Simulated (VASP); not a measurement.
Here is a VASP 6.6.1 calculation.

File POSCAR:

```
Re
1.0
    0.0000000000      1.9431395899      2.0402965694
    1.9431395899      0.0000000000      2.0402965694
    1.9431395899      1.9431395899      0.0000000000
Re
1
Direct
    0.0000000000      0.0000000000      0.0000000000
```

Contents of INCAR.step1:

```
SYSTEM = Re
  PREC = Accurate
  ENCUT = 520
  ISMEAR = 0
  SIGMA = 0.15
  LREAL = .False.
  LASPH = .True.
  NELM = 80
  NBANDS = 10
  GGA = PE
  ALGO = Normal
  EDIFF = 1E-4
  LWAVE = .True.
  LCHARG = .False.
```

The input INCAR.step2:

```
SYSTEM = Re
  PREC = Accurate
  ENCUT = 520
  EDIFF = 1E-7
  ISMEAR = 0
  SIGMA = 0.15
  LREAL = .False.
  LASPH = .True.
  NELM = 80
  ALGO = Normal
  ISIF = 2
  LWAVE = .False.
  LCHARG = .False.
  METAGGA = R2SCAN
  LMIXTAU = .True.
  NBANDS = 10
  ISTART = 1
```

The input KPOINTS:

```
regular mesh
0
Gamma
  22 22 22
  0 0 0
```

Potentials or basis: VASP PAW PBE potentials, release 64 (Re).

The run is started by

```console
$ cat potpaw_PBE.64/Re/POTCAR > POTCAR
$ cp INCAR.step1 INCAR
$ mpirun -np 1 vasp_std > vasp.out
$ cp INCAR.step2 INCAR
$ mpirun -np 1 vasp_std > vasp.out
```

(1) Predict the pressure.

Answers

(1) -15.3 GPa.

Caveat: the PAW data sets were made with another functional, which shifts forces and pressure a little.
